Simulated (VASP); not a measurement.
# Al3O in VASP: relaxation of the atoms with PBE

Aim: the relaxation of the atoms of Al3O with PBE.

Program: VASP 6.6.1. These are calculated values, not measurements. Logs are shortened: lines on timing, memory, paths and dates and some standing lists are left out, and cuts for length are marked.

### Step 1. The cell of the first run

The cell holds a slab with vacuum, 4 atoms: a = 2.857 Å, b = 2.857 Å, c = 20.102 Å, α = 90.00°, β = 90.00°, γ = 120.00°.

### Step 2. Relaxation of the atoms, PBE

File INCAR:

```
ALGO = Normal
DIPOL = 0.5 0.5 0.359
EDIFF = 1E-7
EDIFFG = -0.025
ENCUT = 520
GGA = PE
IBRION = 2
IDIPOL = 3
ISIF = 2
ISMEAR = 0
LASPH = T
LCHARG = F
LDIPOL = T
LREAL = F
LWAVE = F
NELM = 60
NSW = 36
PREC = Accurate
SIGMA = 0.1
```

File KPOINTS:

```
k-points
0
Gamma
  9 9 1
```

File POSCAR:

```
Al3O
1.0
    2.8571514048      0.0000000000      0.0000000000
   -1.4285757024      2.4743656990      0.0000000000
    0.0000000000      0.0000000000     20.1016425027
Al O
3 1
Selective dynamics
Direct
    0.6666666667      0.3333333333      0.1989887145  F F F
    0.3333333333      0.6666666667      0.3134533097  F F F
    0.0000000000      0.0000000000      0.4279074459  F F F
    0.3333333333      0.1666666667      0.4946642746  F F T
```

Potentials or basis: VASP PAW PBE potentials, release 64 (Al, O).

Launch:

```sh
cat potpaw_PBE.64/Al/POTCAR potpaw_PBE.64/O/POTCAR > POTCAR
mpirun -np 1 vasp_std > vasp.out
```

OUTCAR:

```text
EDIFF = 1E-7
   EDIFFG = -0.025
   ENCUT = 520
   GGA = PE
   IBRION = 2
   ISIF = 2
   ISMEAR = 0
   LASPH = T
   LREAL = F
   NELM = 60
   NSW = 36
   PREC = Accurate

 ion  position               nearest neighbor table
   1  0.667  0.333  0.199-   2 2.83   2 2.83   2 2.83
   2  0.333  0.667  0.313-   3 2.83   3 2.83   3 2.83   1 2.83   1 2.83   1 2.83
   3  0.000  0.000  0.428-   4 1.58   4 2.56   4 2.56   2 2.83   2 2.83   2 2.83
   4  0.333  0.167  0.495-   3 1.58   3 2.56   3 2.56

  LATTYP: Found a hexagonal cell.
 ALAT       =     2.8571514048
 C/A-ratio  =     7.0355538278

  Lattice vectors:

 A1 = (   2.8571514048,   0.0000000000,   0.0000000000)
 A2 = (  -1.4285757024,   2.4743656990,   0.0000000000)
 A3 = (   0.0000000000,   0.0000000000,  20.1016425027)

Analysis of symmetry for initial positions (statically):
=====================================================================
 Subroutine PRICEL returns:
 Original cell was already a primitive cell.

 Routine SETGRP: Setting up the symmetry group for a
 hexagonal supercell.

 Subroutine GETGRP returns: Found  2 space group operations
 (whereof  2 operations were pure point group operations)
 out of a pool of 24 trial point group operations.

The static configuration has the point symmetry C_1h.

Analysis of symmetry for dynamics (positions and initial velocities):
=====================================================================
 Subroutine PRICEL returns:
 Original cell was already a primitive cell.

 Routine SETGRP: Setting up the symmetry group for a
 hexagonal supercell.

 Subroutine GETGRP returns: Found  2 space group operations
 (whereof  2 operations were pure point group operations)
 out of a pool of 24 trial point group operations.

The dynamic configuration has the point symmetry C_1h.

Analysis of constrained symmetry for selective dynamics:
=====================================================================
 Subroutine PRICEL returns:
 Original cell was already a primitive cell.

 Routine SETGRP: Setting up the symmetry group for a
 hexagonal supercell.

 Subroutine GETGRP returns: Found  2 space group operations
 (whereof  2 operations were pure point group operations)
 out of a pool of 24 trial point group operations.

The constrained configuration has the point symmetry C_1h.

 Subroutine INISYM returns: Found  2 space group operations
 (whereof  2 operations are pure point group operations),
 and found     1 'primitive' translations

----------------------------------------------------------------------------------------

                                     Primitive cell

  volume of cell :     142.1113

  direct lattice vectors                    reciprocal lattice vectors
     2.857151405  0.000000000  0.000000000     0.349998953  0.202071990  0.000000000
    -1.428575702  2.474365699  0.000000000     0.000000000  0.404143979  0.000000000
     0.000000000  0.000000000 20.101642503     0.000000000  0.000000000  0.049747179

  length of vectors
     2.857151405  2.857151405 20.101642503     0.404143979  0.404143979  0.049747179

  position of ions in fractional coordinates (direct lattice)
     0.666666667  0.333333333  0.198988714
     0.333333333  0.666666667  0.313453310
     0.000000000  0.000000000  0.427907446
     0.333333333  0.166666667  0.494664275

  ion indices of the primitive-cell ions
   primitive index   ion index
                 1           1
                 2           2
                 3           3
                 4           4

----------------------------------------------------------------------------------------

 KPOINTS: k-points

Automatic generation of k-mesh.
 Grid dimensions read from file:
 generate k-points for:    9    9    1

 Generating k-lattice:

  Cartesian coordinates                     Fractional coordinates (reciprocal lattice)
     0.038888773  0.022452443  0.000000000     0.111111111 -0.000000000  0.000000000
     0.000000000  0.044904887  0.000000000     0.000000000  0.111111111  0.000000000
     0.000000000  0.000000000  0.049747179     0.000000000  0.000000000  1.000000000

  Length of vectors
     0.044904887  0.044904887  0.049747179

  Shift w.r.t. Gamma in fractional coordinates (k-lattice)
     0.000000000  0.000000000  0.000000000

 Subroutine IBZKPT returns following result:
 ===========================================

 Found     25 irreducible k-points:

 Following reciprocal coordinates:
            Coordinates               Weight
  0.000000  0.000000  0.000000      1.000000
  0.111111 -0.000000  0.000000      2.000000
  0.000000  0.111111  0.000000      4.000000
  0.222222  0.000000  0.000000      2.000000
  0.000000  0.222222  0.000000      4.000000
  0.333333  0.000000  0.000000      2.000000
[... 16 lines left out ...]
 -0.222222 -0.444444  0.000000      4.000000
  0.444444  0.333333  0.000000      4.000000
   k-points           NKPTS =     25   k-points in BZ     NKDIM =     25   number of bands    NBANDS=     11
   number of dos      NEDOS =    301   number of ions     NIONS =      4
   total plane-waves  NPLWV =  86400
   dimension x,y,z NGX =    24 NGY =   24 NGZ =  150
   dimension x,y,z NGXF=    48 NGYF=   48 NGZF=  300
   ions per type =               3   1
   NGX,Y,Z   is equivalent  to a cutoff of  13.96, 13.96, 12.41 a.u.
   NGXF,Y,Z  is equivalent  to a cutoff of  27.93, 27.93, 24.81 a.u.
 SYSTEM =  unknown system
   PREC   = accura    normal or accurate (medium, high low for compatibility)
   ISTART =      0    job   : 0-new  1-cont  2-samecut
   ICHARG =      2    charge: 1-file 2-atom 10-const
   ISPIN  =      1    spin polarized calculation?
   LNONCOLLINEAR =      F non collinear calculations
   LSORBIT =      F    spin-orbit coupling
   LASPH  =      T    aspherical Exc in radial PAW
   ENCUT  =  520.0 eV  38.22 Ry    6.18 a.u.   5.31  5.31 37.38*2*pi/ulx,y,z
   NELM   =     60;   NELMIN=  2; NELMDL= -5     # of ELM steps
   EDIFF  = 0.1E-06   stopping-criterion for ELM
   LREAL  =      F    real-space projection
   EDIFFG = -.3E-01   stopping-criterion for IOM
   NSW    =     36    number of steps for IOM
   IBRION =      2    ionic relax: 0-MD 1-quasi-New 2-CG
   NFREE  =      1    steps in history (QN), initial steepest desc. (CG)
   ISIF   =      2    stress and relaxation
   ISYM   =      2    0-nonsym 1-usesym 2-fastsym
   POTIM  = 0.5000    time-step for ionic-motion
   TEBEG  =    0.0;   TEEND  =   0.0 temperature during run
   PSTRESS=    0.0 pullay stress
   NELECT =      15.0000    total number of electrons
   NUPDOWN=      -1.0000    fix difference up-down
   EMIN   =  10.00;   EMAX   =-10.00  energy-range for DOS
   EFERMI =   0.00;   METHOD = LEGACY
   ISMEAR =     0;   SIGMA  =   0.10  broadening in eV -4-tet -1-fermi 0-gaus
   EFERMI_NEDOS =   21; number of points for ismear=-14 and -15
   IALGO  =     38    algorithm
   IMIX   =      4    mixing-type and parameters
     AMIX     =   0.40;   BMIX     =  1.00
     AMIX_MAG =   1.60;   BMIX_MAG =  1.00
  volume/ion in A,a.u.               =      35.53       239.75
  Fermi-wavevector in a.u.,A,eV,Ry     =   0.773682  1.462047  8.144222  0.598583
  Thomas-Fermi vector in A             =   1.875578
   LORBIT       =      0    0 simple, 1 ext, 2 COOP (PROOUT), +10 PAW based schemes
   GGA     = PE    functional components
   LHFCALC =     F    Hartree Fock is set to
   AEXX    =    0.0000 exact exchange contribution
   IVDW    =     0    specifies the selected vdW correction
   LEPSILON=     F    determine dielectric tensor
   LRPA    =     F    only Hartree local field effects (RPA)
 conjugate gradient relaxation of ions
 non-spin polarized calculation
 Gauss-broadening in eV      SIGMA  =   0.10
  energy-cutoff  :      520.00
  volume of cell :      142.11
 maximum number of plane-waves:      3849
 NGX is ok and might be reduce to    24
   NGX = 11   NGY = 11   NGZ = 75

 dipolmoment           0.000000      0.000000     -0.041323 electrons x Angstroem

--------------------------------------- Ionic step        1  -------------------------------------------

 number of electron      15.0000004 magnetization

 Free energy of the ion-electron system (eV)
  ---------------------------------------------------
  ext. energy  EPLUGINS =         0.00000000
  ---------------------------------------------------
  free energy    TOTEN  =       -16.54359516 eV

  energy without entropy =      -16.53180785  energy(sigma->0) =      -16.53770151

------------------------ aborting loop because EDIFF is reached ----------------------------------------

  FORCE on cell =-STRESS in cart. coord.  units (eV):
  Direction    XX          YY          ZZ          XY          YZ          ZX
  --------------------------------------------------------------------------------------
  -------------------------------------------------------------------------------------
  Total        2.1656510      1.5385642      2.4002070      0.5430731      2.9383660      5.0893993
  in kB       24.4157671     17.3459271     27.0601741      6.1226610     33.1274336     57.3783983
  external PRESSURE =      22.9406228 kB  Pullay stress =       0.0000000 kB
[... 61 lines left out ...]
  energy  without entropy=      -16.5616605706  energy(sigma->0) =      -16.56896168

--------------------------------------- Ionic step        3  -------------------------------------------

 number of electron      14.9999998 magnetization

 dipolmoment           0.000000      0.000000      0.214030 electrons x Angstroem

 Free energy of the ion-electron system (eV)
  ---------------------------------------------------
  ext. energy  EPLUGINS =         0.00000000
  ---------------------------------------------------
  free energy    TOTEN  =       -16.58094488 eV

  energy without entropy =      -16.56713309  energy(sigma->0) =      -16.57403899

 E-fermi :  -1.4266     XC(G=0):  -4.8690

 val. band max:       -1.4355640121   @ k =   0.0000   0.1111   0.0000
 cond. band min:      -1.3837057180   @ k =  -0.2222  -0.4444   0.0000
 fundamental gap:      0.0518582942
 Fermi energy:        -1.4266361010

 k-point     1 :       0.0000    0.0000    0.0000
  band No.  band energies     occupation
      1     -18.6794      2.00000
      2     -11.9287      2.00000
      3      -9.8225      2.00000
      4      -6.7872      2.00000
      5      -4.0042      2.00000
      6      -1.7693      2.00000
      7      -1.1796      0.00048
      8      -1.0632      0.00000
      9       1.5321      0.00000
     10       3.1276      0.00000
     11       4.9764      0.00000
[... 309 lines left out ...]
 k-point    24 :       0.4444    0.3333    0.0000
  band No.  band energies     occupation
      1     -17.7212      2.00000
      2      -6.5048      2.00000
      3      -5.1871      2.00000
      4      -4.3042      2.00000
      5      -3.5902      2.00000
      6      -3.3004      2.00000
      7      -3.1521      2.00000
      8      -1.5323      1.86484
      9      -1.3336      0.18834
     10      -0.3222      0.00000
     11       0.8833      0.00000

 [... further k-points ...]

------------------------ aborting loop because EDIFF is reached ----------------------------------------

 vacuum level on the upper side and lower side of the slab       (xc-potential included)         2.529        -2.804

  FORCE on cell =-STRESS in cart. coord.  units (eV):
  Direction    XX          YY          ZZ          XY          YZ          ZX
  --------------------------------------------------------------------------------------
  -------------------------------------------------------------------------------------
  Total        1.5691297      1.2914741      0.2271129      0.2404568      2.2318192      3.8656243
  in kB       17.6905255     14.5602081      2.5604941      2.7109343     25.1617539     43.5814364
  external PRESSURE =      11.6037425 kB  Pullay stress =       0.0000000 kB

 VOLUME and BASIS-vectors are now :
 -----------------------------------------------------------------------------
  energy-cutoff  :      520.00
  volume of cell :      142.11
      direct lattice vectors                 reciprocal lattice vectors
     2.857151405  0.000000000  0.000000000     0.349998953  0.202071990  0.000000000
    -1.428575702  2.474365699  0.000000000     0.000000000  0.404143979  0.000000000
     0.000000000  0.000000000 20.101642503     0.000000000  0.000000000  0.049747179
[... 10 lines left out ...]
  FREE ENERGIE OF THE ION-ELECTRON SYSTEM (eV)
  ---------------------------------------------------
  free  energy   TOTEN  =       -16.5809448815 eV

  energy  without entropy=      -16.5671330891  energy(sigma->0) =      -16.57403899

 reached required accuracy - stopping structural energy minimisation

 vacuum level on the upper side and lower side of the slab         7.896         2.405
```

Wall time 4.9 min (1 thread of Intel Xeon 8259CL, shared host); peak memory 0.3 GiB.

Results:

```yaml
Free_energy: -16.5809 eV
Energy_gained_by_relaxing: 9.3 meV/atom
Ionic_steps: 3
Band_gap_on_the_k_mesh: zero (an odd number of electrons rules out a gap without spin polarisation)
```

Step by step:
| step | energy change (eV) | largest force on free atoms (eV/Å) | pressure (GPa) |
| --- | --- | --- | --- |
| 1 | 0.0000 | 1.4903 | 2.29 |
| 2 | -0.0327 | 0.4701 | 0.78 |
| 3 | -0.0373 | 0.0024 | 1.16 |

Final structure:
```
Al O
1.0
     2.85715    0.00000    0.00000
    -1.42858    2.47437    0.00000
     0.00000    0.00000   20.10164
Al O
3 1
Cartesian
  1.4286 0.8248 4.0000
  0.0000 1.6496 6.3009
  0.0000 0.0000 8.6016
  0.7143 0.4124 9.9958
```

Levels at points of the mesh, in eV from the Fermi level:
| k point | band 4 | band 5 | band 6 | band 7 | band 8 | band 9 | band 10 | band 11 |
| --- | --- | --- | --- | --- | --- | --- | --- | --- |
| (0.00, 0.00, 0.00) | -5.36 | -2.58 | -0.34 | 0.25 | 0.36 | 2.96 | 4.55 | 6.40 |

Caveat: an odd number of electrons without spin polarisation forces a metal; a magnetic or distorted state may lie lower.
